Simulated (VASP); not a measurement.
# AlN (P6_3mc) in VASP: single point with PBE

Aim: the single point of AlN with PBE.

Program: VASP 6.6.1. These are calculated values, not measurements. Logs are shortened: lines on timing, memory, paths and dates and some standing lists are left out, and cuts for length are marked.

**1. The cell of the first run**

Symmetry: P6_3mc, No. 186, hexagonal system. The conventional cell has a = 3.130 Å, b = 3.130 Å, c = 4.981 Å, α = 90.00°, β = 90.00°, γ = 120.00°. Within 2.5 Å of Al (site symmetry 3m) lie 4 N at 1.90 to 1.91 Å. N (site symmetry 3m) has 4 Al at 1.90 to 1.91 Å within 2.5 Å.

**2. Single point, PBE**

INCAR reads:

```
SYSTEM = AlN
PREC = Accurate ; ENCUT = 520
EDIFF = 1E-7 ; ISMEAR = 0
SIGMA = 0.05 ; LREAL = .False.
LASPH = .True. ; NELM = 80
ALGO = Normal ; ISIF = 2
LWAVE = .False. ; LCHARG = .False.
GGA = PE ; NBANDS = 16
```

KPOINTS reads:

```
regular mesh
0
Gamma
  8 8 5
  0 0 0
```

POSCAR reads:

```
AlN
1.0
    3.1296659992      0.0000000000      0.0000000000
   -1.5648329996      2.7103702607      0.0000000000
    0.0000000000      0.0000000000      4.9810000000
Al N
2 2
Direct
    0.3333333333      0.6666666667     -0.0004637159
    0.6666666667      0.3333333333      0.4995362841
    0.3333333333      0.6666666667      0.3824637159
    0.6666666667      0.3333333333      0.8824637159
```

Potentials or basis: VASP PAW PBE potentials, release 64 (Al, N).

Command:

```bash
$ cat potpaw_PBE.64/Al/POTCAR potpaw_PBE.64/N/POTCAR > POTCAR
$ mpirun -np 1 vasp_std > vasp.out
```

OUTCAR:

```text
SYSTEM = AlN
   PREC = Accurate
   ENCUT = 520
   EDIFF = 1E-7
   ISMEAR = 0
   LREAL = .False.
   LASPH = .True.
   NELM = 80
   ISIF = 2
   GGA = PE

 ion  position               nearest neighbor table
   1  0.333  0.667  1.000-   4 1.90   4 1.90   4 1.90   3 1.91   2 3.08   2 3.08   2 3.08   2 3.08
                             2 3.08   2 3.08
   2  0.667  0.333  0.500-   3 1.90   3 1.90   3 1.90   4 1.91   1 3.08   1 3.08   1 3.08   1 3.08
                             1 3.08   1 3.08
   3  0.333  0.667  0.382-   2 1.90   2 1.90   2 1.90   1 1.91
   4  0.667  0.333  0.882-   1 1.90   1 1.90   1 1.90   2 1.91

  LATTYP: Found a hexagonal cell.
 ALAT       =     3.1296659992
 C/A-ratio  =     1.5915436348

  Lattice vectors:

 A1 = (   3.1296659992,   0.0000000000,   0.0000000000)
 A2 = (  -1.5648329996,   2.7103702607,   0.0000000000)
 A3 = (   0.0000000000,   0.0000000000,   4.9810000000)

Analysis of symmetry for initial positions (statically):
=====================================================================
 Subroutine PRICEL returns:
 Original cell was already a primitive cell.

 Routine SETGRP: Setting up the symmetry group for a
 hexagonal supercell.

 Subroutine GETGRP returns: Found 12 space group operations
 (whereof  6 operations were pure point group operations)
 out of a pool of 24 trial point group operations.

The static configuration has the point symmetry C_3v.
 The point group associated with its full space group is C_6v.

Analysis of symmetry for dynamics (positions and initial velocities):
=====================================================================
 Subroutine PRICEL returns:
 Original cell was already a primitive cell.

 Routine SETGRP: Setting up the symmetry group for a
 hexagonal supercell.

 Subroutine GETGRP returns: Found 12 space group operations
 (whereof  6 operations were pure point group operations)
 out of a pool of 24 trial point group operations.

The dynamic configuration has the point symmetry C_3v.
 The point group associated with its full space group is C_6v.

 Subroutine INISYM returns: Found 12 space group operations
 (whereof  6 operations are pure point group operations),
 and found     1 'primitive' translations

----------------------------------------------------------------------------------------

                                     Primitive cell

  volume of cell :      42.2516

  direct lattice vectors                    reciprocal lattice vectors
     3.129665999  0.000000000  0.000000000     0.319522914  0.184476640  0.000000000
    -1.564833000  2.710370261  0.000000000     0.000000000  0.368953281  0.000000000
     0.000000000  0.000000000  4.981000000     0.000000000  0.000000000  0.200762899

  length of vectors
     3.129665999  3.129665999  4.981000000     0.368953281  0.368953281  0.200762899

  position of ions in fractional coordinates (direct lattice)
     0.333333333  0.666666667  0.999536284
     0.666666667  0.333333333  0.499536284
     0.333333333  0.666666667  0.382463716
     0.666666667  0.333333333  0.882463716

  ion indices of the primitive-cell ions
   primitive index   ion index
                 1           1
                 2           2
                 3           3
                 4           4

----------------------------------------------------------------------------------------

 KPOINTS: regular mesh

Automatic generation of k-mesh.
 Grid dimensions read from file:
 generate k-points for:    8    8    5

 Generating k-lattice:

  Cartesian coordinates                     Fractional coordinates (reciprocal lattice)
     0.039940364  0.023059580  0.000000000     0.125000000  0.000000000  0.000000000
     0.000000000  0.046119160  0.000000000     0.000000000  0.125000000  0.000000000
     0.000000000  0.000000000  0.040152580     0.000000000  0.000000000  0.200000000

  Length of vectors
     0.046119160  0.046119160  0.040152580

  Shift w.r.t. Gamma in fractional coordinates (k-lattice)
     0.000000000  0.000000000  0.000000000

 Subroutine IBZKPT returns following result:
 ===========================================

 Found     30 irreducible k-points:

 Following reciprocal coordinates:
            Coordinates               Weight
  0.000000  0.000000  0.000000      1.000000
  0.125000 -0.000000  0.000000      6.000000
  0.250000 -0.000000  0.000000      6.000000
  0.375000  0.000000  0.000000      6.000000
  0.500000 -0.000000  0.000000      3.000000
  0.125000  0.125000  0.000000      6.000000
[... 16 lines left out ...]
  0.250000 -0.000000  0.400000     12.000000
  0.375000  0.000000  0.400000     12.000000
 [... further k-points ...]
   k-points           NKPTS =     30   k-points in BZ     NKDIM =     30   number of bands    NBANDS=     16
   number of dos      NEDOS =    301   number of ions     NIONS =      4
   total plane-waves  NPLWV =  23040
   dimension x,y,z NGX =    24 NGY =   24 NGZ =   40
   dimension x,y,z NGXF=    48 NGYF=   48 NGZF=   80
   ions per type =               2   2
   NGX,Y,Z   is equivalent  to a cutoff of  12.75, 12.75, 13.35 a.u.
   NGXF,Y,Z  is equivalent  to a cutoff of  25.50, 25.50, 26.70 a.u.
 SYSTEM =  AlN
   PREC   = accura    normal or accurate (medium, high low for compatibility)
   ISTART =      0    job   : 0-new  1-cont  2-samecut
   ICHARG =      2    charge: 1-file 2-atom 10-const
   ISPIN  =      1    spin polarized calculation?
   LNONCOLLINEAR =      F non collinear calculations
   LSORBIT =      F    spin-orbit coupling
   LASPH  =      T    aspherical Exc in radial PAW
   ENCUT  =  520.0 eV  38.22 Ry    6.18 a.u.   5.82  5.82  9.26*2*pi/ulx,y,z
   NELM   =     80;   NELMIN=  2; NELMDL= -5     # of ELM steps
   EDIFF  = 0.1E-06   stopping-criterion for ELM
   LREAL  =      F    real-space projection
   EDIFFG = 0.1E-05   stopping-criterion for IOM
   NSW    =      0    number of steps for IOM
   IBRION =     -1    ionic relax: 0-MD 1-quasi-New 2-CG
   NFREE  =      0    steps in history (QN), initial steepest desc. (CG)
   ISIF   =      2    stress and relaxation
   ISYM   =      2    0-nonsym 1-usesym 2-fastsym
   POTIM  = 0.5000    time-step for ionic-motion
   TEBEG  =    0.0;   TEEND  =   0.0 temperature during run
   PSTRESS=    0.0 pullay stress
   NELECT =      16.0000    total number of electrons
   NUPDOWN=      -1.0000    fix difference up-down
   EMIN   =  10.00;   EMAX   =-10.00  energy-range for DOS
   EFERMI =   0.00;   METHOD = LEGACY
   ISMEAR =     0;   SIGMA  =   0.05  broadening in eV -4-tet -1-fermi 0-gaus
   EFERMI_NEDOS =   21; number of points for ismear=-14 and -15
   IALGO  =     38    algorithm
   IMIX   =      4    mixing-type and parameters
     AMIX     =   0.40;   BMIX     =  1.00
     AMIX_MAG =   1.60;   BMIX_MAG =  1.00
  volume/ion in A,a.u.               =      10.56        71.28
  Fermi-wavevector in a.u.,A,eV,Ry     =   1.184406  2.238202 19.086478  1.402817
  Thomas-Fermi vector in A             =   2.320620
   LORBIT       =      0    0 simple, 1 ext, 2 COOP (PROOUT), +10 PAW based schemes
   GGA     = PE    functional components
   LHFCALC =     F    Hartree Fock is set to
   AEXX    =    0.0000 exact exchange contribution
   IVDW    =     0    specifies the selected vdW correction
   LEPSILON=     F    determine dielectric tensor
   LRPA    =     F    only Hartree local field effects (RPA)
 non-spin polarized calculation
 Gauss-broadening in eV      SIGMA  =   0.05
  energy-cutoff  :      520.00
  volume of cell :       42.25
 maximum number of plane-waves:      1158
 NGX is ok and might be reduce to    24
   NGX = 11   NGY = 11   NGZ = 19

 number of electron      15.9999998 magnetization

 Free energy of the ion-electron system (eV)
  ---------------------------------------------------
  ext. energy  EPLUGINS =         0.00000000
  ---------------------------------------------------
  free energy    TOTEN  =       -29.77809665 eV

  energy without entropy =      -29.77809665  energy(sigma->0) =      -29.77809665

 E-fermi :   6.3462     XC(G=0): -10.8603

 val. band max:        6.0834112332   @ k =   0.0000   0.0000   0.0000
 cond. band min:      10.1563291519   @ k =   0.0000   0.0000   0.0000
 fundamental gap:      4.0729179187
 Fermi energy:         6.3461724162

 k-point     1 :       0.0000    0.0000    0.0000
  band No.  band energies     occupation
      1      -9.0758      2.00000
      2      -6.9397      2.00000
      3       0.1256      2.00000
      4       5.1527      2.00000
      5       5.1527      2.00000
      6       5.8174      2.00000
[... 8 lines left out ...]
     15      19.0331      0.00000
     16      19.1525      0.00000

 k-point     2 :       0.1250   -0.0000    0.0000
  band No.  band energies     occupation
      1      -8.8820      2.00000
      2      -6.8338      2.00000
      3       0.3578      2.00000
      4       4.2954      2.00000
      5       4.9131      2.00000
      6       4.9994      2.00000
[... 8 lines left out ...]
     15      18.7748      0.00000
     16      19.0156      0.00000

 k-point     3 :       0.2500   -0.0000    0.0000
  band No.  band energies     occupation
      1      -8.3416      2.00000
      2      -6.5858      2.00000
      3       1.0247      2.00000
      4       2.5990      2.00000
      5       3.5910      2.00000
      6       4.4537      2.00000
[... 8 lines left out ...]
     15      18.0598      0.00000
     16      19.1794      0.00000

 k-point     4 :       0.3750    0.0000    0.0000
  band No.  band energies     occupation
      1      -7.6120      2.00000
      2      -6.4124      2.00000
      3       1.1784      2.00000
      4       2.0004      2.00000
      5       2.4118      2.00000
      6       4.0790      2.00000
[... 8 lines left out ...]
     15      18.2036      0.00000
     16      20.7425      0.00000

 k-point     5 :       0.5000   -0.0000    0.0000
  band No.  band energies     occupation
      1      -7.1506      2.00000
      2      -6.4580      2.00000
      3       0.6387      2.00000
      4       1.9202      2.00000
      5       2.7331      2.00000
      6       3.9395      2.00000
[... 8 lines left out ...]
     15      18.7650      0.00000
     16      21.0907      0.00000

 k-point     6 :       0.1250    0.1250    0.0000
  band No.  band energies     occupation
      1      -8.5139      2.00000
      2      -6.6555      2.00000
      3       0.8083      2.00000
      4       3.3767      2.00000
      5       3.5555      2.00000
      6       4.7755      2.00000
[... 8 lines left out ...]
     15      18.5117      0.00000
     16      19.1469      0.00000
[... 267 lines left out ...]
 k-point    21 :       0.0000    0.0000    0.4000
  band No.  band energies     occupation
      1      -8.4905      2.00000
      2      -7.8605      2.00000
      3       1.9531      2.00000
      4       3.6227      2.00000
      5       5.3734      2.00000
      6       5.3734      2.00000
[... 8 lines left out ...]
     15      17.6843      0.00000
     16      17.6843      0.00000

 k-point    22 :       0.1250   -0.0000    0.4000
  band No.  band energies     occupation
      1      -8.3133      2.00000
      2      -7.7061      2.00000
      3       1.9837      2.00000
      4       3.3792      2.00000
      5       4.7661      2.00000
      6       5.1921      2.00000
[... 8 lines left out ...]
     15      17.9840      0.00000
     16      18.1013      0.00000

 k-point    23 :       0.2500   -0.0000    0.4000
  band No.  band energies     occupation
      1      -7.8305      2.00000
      2      -7.3017      2.00000
      3       1.7164      2.00000
      4       2.3870      2.00000
      5       3.9781      2.00000
      6       4.8135      2.00000
[... 8 lines left out ...]
     15      18.4505      0.00000
     16      18.9913      0.00000

 k-point    24 :       0.3750    0.0000    0.4000
  band No.  band energies     occupation
      1      -7.2226      2.00000
      2      -6.8512      2.00000
      3       0.8304      2.00000
      4       1.2267      2.00000
      5       4.0574      2.00000
      6       4.4861      2.00000
[... 8 lines left out ...]
     15      18.5675      0.00000
     16      19.7289      0.00000

 [... further k-points ...]
[... 5 lines left out ...]
  --------------------------------------------------------------------------------------
  -------------------------------------------------------------------------------------
  Total        0.1447751      0.1447751      0.6404186      0.0000000      0.0000000     -0.0000000
  in kB        5.4898612      5.4898612     24.2846238      0.0000000      0.0000000     -0.0000000
  external PRESSURE =      11.7547821 kB  Pullay stress =       0.0000000 kB

 VOLUME and BASIS-vectors are now :
 -----------------------------------------------------------------------------
  energy-cutoff  :      520.00
  volume of cell :       42.25
      direct lattice vectors                 reciprocal lattice vectors
     3.129665999  0.000000000  0.000000000     0.319522914  0.184476640  0.000000000
    -1.564833000  2.710370261  0.000000000     0.000000000  0.368953281  0.000000000
     0.000000000  0.000000000  4.981000000     0.000000000  0.000000000  0.200762899

 POSITION                                       TOTAL-FORCE (eV/Angst)
 -----------------------------------------------------------------------------------
     -0.00000      1.80691      4.97869         0.000000     -0.000000      0.000097
      1.56483      0.90346      2.48819        -0.000000      0.000000      0.000097
     -0.00000      1.80691      1.90505        -0.000000      0.000000     -0.000097
      1.56483      0.90346      4.39555         0.000000     -0.000000     -0.000097
 -----------------------------------------------------------------------------------
    total drift:                               -0.000000      0.000000      0.000214

  FREE ENERGIE OF THE ION-ELECTRON SYSTEM (eV)
  ---------------------------------------------------
  free  energy   TOTEN  =       -29.7780966549 eV

  energy  without entropy=      -29.7780966549  energy(sigma->0) =      -29.77809665
```

It took 14 s on 1 thread of Intel Xeon Platinum 8259CL at 2.50GHz (Skylake/Cascade Lake), shared host; peak memory 0.16 GiB.

Results:

- Free energy: -29.7781 eV
- Pressure: 1.2 GPa
- Band gap on the k mesh: 4.07 eV, direct

Stress tensor (GPa, compression positive):
```
0.55 0.00 0.00
0.00 0.55 0.00
0.00 0.00 2.43
```

Levels at points of the mesh, in eV from the valence-band top:
```
           k point  band 6  band 7  band 8  band 9  band 10  band 11
(0.00, 0.00, 0.00)   -0.27   -0.27    0.00    4.07     6.47    10.53
(0.50, 0.00, 0.00)   -2.14   -1.79   -0.73    5.71     5.79     8.04
```
